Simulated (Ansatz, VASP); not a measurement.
## Si2W3: VASP beside Ansatz

```xyz
10
Lattice="6.0996 0.0000 0.0000 0.0000 6.0996 0.0000 0.0000 0.0000 3.5773" Properties=species:S:1:pos:R:3 pbc="T T T"
Si    0.8188    3.8686    0.0000
Si    5.2809    2.2310    0.0000
Si    3.8686    5.2809    0.0000
Si    2.2310    0.8188    0.0000
W     3.0498    3.0498    0.0000
W     0.0000    0.0000    0.0000
W     4.0228    0.9730    1.7887
W     2.0769    5.1267    1.7887
W     0.9730    2.0769    1.7887
W     5.1267    4.0228    1.7887
```

Change from the starting cell: strain -0.080 along x and y, +0.080 along z, atoms carried along.

Alike in both runs: task single point; functional PBE; k mesh 6 × 6 × 12; occupations gaussian, width 0.15 eV; no spin polarisation.

|  | VASP | Ansatz |
| --- | --- | --- |
| version | VASP 6.6.1 | Ansatz 0.2.0 |
| potentials or method | VASP PAW PBE potentials, release 64 (Si, W_sv), cutoff 520 eV | scalar-relativistic, plane waves, PAW |
| valence electrons in the cell | 100 | 100 |

VASP gave:

| Property | Result |
| --- | --- |
| gap on the k mesh at the Fermi level (eV) | none |
| pressure (GPa) | 33.3 |
| traceless stress, the component that is largest in VASP (GPa) | -7.88 |
| rms of the force components (eV/Å) | 0.344 |

Task: Which values does Ansatz return?

Result: gap on the k mesh at the Fermi level (eV): none; pressure (GPa): 32.9; traceless stress, the component that is largest in VASP (GPa): -7.88; rms of the force components (eV/Å): 0.346.

Atom by atom the forces differ by 0.007 eV/Å (rms over components). A gap of «none» marks a metal or a gap that the smearing closes. Both programs put the cell under a high pressure, so it lies far from rest at this level. The functional is the same, so the differences come from potentials, cutoffs and numerics.

Spin-orbit coupling is off throughout.
